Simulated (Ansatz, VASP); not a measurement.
# Two plane-wave programs on ScPd3

File INCAR:

```
SYSTEM = ScPd3
ALGO     = Normal         ! electronic algorithm
EDIFF    = 1E-6           ! SCF threshold, eV
EDIFFG   = -0.005         ! ionic threshold
ENCUT    = 600            ! plane-wave cutoff, eV
IBRION   = 2              ! ionic algorithm
ISIF     = 3              ! what is computed and relaxed
ISMEAR   = -1             ! smearing method
LASPH    = .True.         ! aspherical terms in the spheres
LCHARG   = .False.        ! write CHGCAR
LREAL    = .False.        ! projectors in reciprocal space
LWAVE    = .False.        ! write WAVECAR
NELM     = 100            ! most SCF steps
NSW      = 70             ! ionic steps
PREC     = Accurate       ! precision mode
SIGMA    = 0.05           ! smearing width, eV
```

Contents of KPOINTS:

```
k-points
0
Gamma
  9 9 9
  0 0 0
```

POSCAR

```
ScPd3
1.0
    3.9820000000      0.0000000000      0.0000000000
    0.0000000000      3.9820000000      0.0000000000
    0.0000000000      0.0000000000      3.9820000000
Sc Pd
1 3
Direct
    0.0000000000      0.0000000000      0.0000000000
    0.0000000000      0.5000000000      0.5000000000
    0.5000000000      0.0000000000      0.5000000000
    0.5000000000      0.5000000000      0.0000000000
```

Input for Ansatz:

```yaml
crystal:
  lattice:
    - [3.982, 0.0, 0.0]
    - [0.0, 3.982, 0.0]
    - [0.0, 0.0, 3.982]
  atoms:
    - { symbol: Sc, position: [0.0, 0.0, 0.0] }
    - { symbol: Pd, position: [0.0, 0.5, 0.5] }
    - { symbol: Pd, position: [0.5, 0.0, 0.5] }
    - { symbol: Pd, position: [0.5, 0.5, 0.0] }
kpoints:
  mp_grid: { grid: [9, 9, 9] }
scf:
  occupations: { method: fermi_dirac, width: 0.05 }
hamiltonian:
  xc: lda
  pseudopotentials: { kind: paw }
output:
  forces: true
  stress: true
relax:
  f_tol: 0.005
  max_steps: 50
  cell: {}
```

Alike in both runs: task relaxation of cell and atoms; functional LDA; k mesh 9 × 9 × 9; occupations fermi-dirac, width 0.05 eV; no spin polarisation.

|  | VASP | Ansatz |
| --- | --- | --- |
| version | VASP 6.6.1 | Ansatz 0.2.0 |
| potentials or method | VASP PAW LDA potentials, release 64 (Sc_sv, Pd) | PAW with Ansatz's default frozen-core files, scalar-relativistic |
| plane-wave cutoff (eV) | 600 | 420 |
| valence electrons in the cell | 41 | 65 |

Ansatz gave:

```
relaxed volume (Å³/atom)                                     : 14.86
relaxed cell length with the largest relative difference (Å) : 3.902
```

Problem. Estimate VASP's values.

Solution. Relaxed volume (Å³/atom): 14.91; relaxed cell length with the largest relative difference (Å): 3.907.

LDA's correlation is that of Perdew and Zunger in VASP and of Perdew and Wang (1992) in Ansatz. VASP's potentials hold 41 valence electrons a cell and Ansatz's 65, so a difference there can come from the potentials and not from the codes.
